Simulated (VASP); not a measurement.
Input of a VASP 6.6.1 run:

INCAR

```
PREC = Accurate
ENCUT = 520
EDIFF = 1E-6
ISMEAR = 0
SIGMA = 0.1
LREAL = False
LASPH = True
NELM = 100
ALGO = Normal
ISIF = 2
LWAVE = False
LCHARG = True
LDIPOL = True
IDIPOL = 3
DIPOL = 0.5 0.5 0.339
GGA = PE
LELF = True
LVHAR = True
LVACPOTAV = True
NBANDS = 38
```

Contents of KPOINTS:

```
regular mesh
0
Gamma
  9 9 1
```

File POSCAR:

```
Ti3N3O
1.0
    3.0028555065      0.0000000000      0.0000000000
    0.0000000000      3.0028555065      0.0000000000
    0.0000000000      0.0000000000     19.7584945265
Ti N O
3 3 1
Direct
    0.5000000000      0.5000000000      0.2024445736
    0.0000000000      0.0000000000      0.3072496201
    0.4778253452      0.4583929387      0.4388172717
    0.0000000000      0.0000000000      0.2024445736
    0.5000000000      0.5000000000      0.3055678856
   -0.0218557185     -0.0389624834      0.4049708090
    0.2500000000      0.3750000000      0.5128248825
```

Potentials or basis: VASP PAW PBE potentials, release 64 (Ti_sv, N, O).

The run is started by

```sh
$ cat potpaw_PBE.64/Ti_sv/POTCAR potpaw_PBE.64/N/POTCAR potpaw_PBE.64/O/POTCAR > POTCAR
$ mpirun -np 1 vasp_std > vasp.out
```

Predict the band gap on the k mesh.

zero (an odd number of electrons rules out a gap without spin polarisation).

Predict the largest force.

2.409 eV/Å.

Forces in eV/Å, atoms in the order of the input:
```
Ti   0.019  0.016  0.828
Ti   0.017 -0.044  2.408
Ti   0.138  0.066 -0.351
N   -0.037 -0.043 -1.776
N   -0.038 -0.153 -1.501
N    0.019 -0.006  0.040
O   -0.119  0.164  0.352
```

Caveat: an odd number of electrons without spin polarisation forces a metal; a magnetic or distorted state may lie lower.
